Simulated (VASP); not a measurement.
Write the native input for VASP 6.6.1 that does the following.

| Item | Value |
| --- | --- |
| Task | single point |
| Functional | r2SCAN |
| Potentials or basis | VASP PAW PBE potentials, release 64 (Cd, S) |
| Cutoff | 520 eV |
| k mesh | 6 × 4 × 6 |
| Occupations | fermi-dirac, width 0.02 eV |
| Spin | no spin polarisation |
| Dipole correction | no |
| Further INCAR settings | ALGO = Normal; EDIFF = 1e-06; NBANDS = 26 |

CdS:

```
Cd S
1.0
     3.85946    0.00000    0.00000
     0.00000    5.45638    0.00000
     0.00000    0.00000    3.97725
Cd S
2 2
Direct
  0.50000 0.50000 0.24303
  0.00000 0.00000 0.75697
  0.50000 0.00000 0.25516
  0.00000 0.50000 0.74484
```

These files were run (other wordings do the same):

POSCAR

```
CdS
1.0
    3.8594556000      0.0000000000      0.0000000000
    0.0000000000      5.4563751000      0.0000000000
    0.0000000000      0.0000000000      3.9772472197
Cd S
2 2
Direct
    0.5000000000      0.5000000000      0.2430300000
    0.0000000000      0.0000000000      0.7569700000
    0.5000000000      0.0000000000      0.2551600000
    0.0000000000      0.5000000000      0.7448400000
```

INCAR.step1

```
SYSTEM = CdS
  ALGO = Normal
  EDIFF = 1E-4
  ENCUT = 520
  GGA = PE
  ISMEAR = -1
  LASPH = .TRUE.
  LCHARG = .FALSE.
  LREAL = .FALSE.
  LWAVE = .TRUE.
  NBANDS = 26
  NELM = 60
  PREC = Accurate
  SIGMA = 0.02
```

INCAR.step2

```
SYSTEM = CdS
  ALGO = Normal
  EDIFF = 1E-6
  ENCUT = 520
  ISIF = 2
  ISMEAR = -1
  ISTART = 1
  LASPH = .TRUE.
  LCHARG = .FALSE.
  LMIXTAU = .TRUE.
  LREAL = .FALSE.
  LWAVE = .FALSE.
  METAGGA = R2SCAN
  NBANDS = 26
  NELM = 60
  PREC = Accurate
  SIGMA = 0.02
```

KPOINTS

```
k-points
0
G
  6 4 6
  0 0 0
```

Potentials or basis: VASP PAW PBE potentials, release 64 (Cd, S).

Command:

```sh
$ cat potpaw_PBE.64/Cd/POTCAR potpaw_PBE.64/S/POTCAR > POTCAR
$ cp INCAR.step1 INCAR
$ mpirun -np 1 vasp_std > vasp.out
$ cp INCAR.step2 INCAR
$ mpirun -np 1 vasp_std > vasp.out
```

Results of the run:

```json
{"Pressure": "-2.0 GPa", "Largest force": "0.035 eV/Å", "Band gap on the k mesh": "0.63 eV"}
```

Caveat: the PAW data sets were made with another functional, which shifts forces and pressure a little.

Wall time 4.8 min on 1 thread of Intel(R) Xeon(R) Platinum 8259CL CPU @ 2.50GHz (Skylake/Cascade Lake), on a shared host, peak memory 0.25 GiB.
